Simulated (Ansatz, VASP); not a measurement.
# Rb: VASP beside Ansatz

```xyz
1
Lattice="0.0000 3.6399 3.7855 3.6399 0.0000 3.7855 3.6399 3.6399 0.0000" Properties=species:S:1:pos:R:3 pbc="T T T"
Rb    0.0000    0.0000    0.0000
```

Change from the starting cell: strain +0.000 along x and y, +0.040 along z, atoms carried along.

Alike in both runs: task single point; functional PBE; dispersion D3(BJ); k mesh 12 × 12 × 12; occupations gaussian, width 0.15 eV; no spin polarisation.

```csv
,VASP,Ansatz
version,VASP 6.6.1,Ansatz 0.2.0
potentials or method,"VASP PAW PBE potentials, release 64 (Rb_sv), cutoff 520 eV","scalar-relativistic, plane waves, PAW"
valence electrons in the cell,9,9
```

```tsv
	VASP	Ansatz	Ansatz less VASP
gap on the k mesh at the Fermi level (eV)	none	none	-
pressure (GPa)	-0.4	-0.4	0.00
```

A gap of «none» marks a metal or a gap that the smearing closes.
